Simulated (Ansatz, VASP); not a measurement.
# Two plane-wave programs on CdIn2O4

```xyz
14
Lattice="0.0000 4.8084 4.8084 4.8084 0.0000 4.8084 4.8084 4.8084 0.0000" Properties=species:S:1:pos:R:3 pbc="T T T"
Cd    0.0000    0.0000    0.0000
Cd    2.4042    2.4042    2.4042
In    3.6063    3.6063    6.0106
In    3.6063    6.0106    3.6063
In    6.0106    3.6063    3.6063
In    6.0106    6.0106    6.0106
O     8.2755    6.1499    6.1499
O     6.1499    6.1499    8.2755
O     6.1499    8.2755    6.1499
O     8.2755    8.2755    8.2755
O     3.7456    5.8713    5.8713
O     5.8713    3.7456    5.8713
O     5.8713    5.8713    3.7456
O     3.7456    3.7456    3.7456
```

Alike in both runs: functional PBE; k mesh 6 × 6 × 6; occupations gaussian, width 0.02 eV; no spin polarisation.

Ansatz relaxed the structure, and its values are those at the end. VASP's run is a single point on that final structure, the one shown.

```csv
,VASP,Ansatz
version,VASP 6.6.1,Ansatz 0.2.0
potentials or method,"VASP PAW PBE potentials, release 64 (Cd, In_d, O), cutoff 600 eV","scalar-relativistic, plane waves, PAW"
valence electrons in the cell,124,140
```

VASP gave:

| Item | Value |
| --- | --- |
| gap on the k mesh at the Fermi level (eV) | 0.54 |
| least direct gap on the mesh (eV) | 0.56 |
| pressure (GPa) | -9.3 |
| rms of the force components (eV/Å) | 0.006 |

**Question.** Estimate Ansatz's values.

**Answer.** gap on the k mesh at the Fermi level (eV): 0.54; least direct gap on the mesh (eV): 0.57; pressure (GPa): -9.5; rms of the force components (eV/Å): 0.000.

VASP's potentials hold 124 valence electrons a cell and Ansatz's 140, so a difference there can come from the potentials and not from the codes. Ansatz's warnings: stress scf threshold loose.
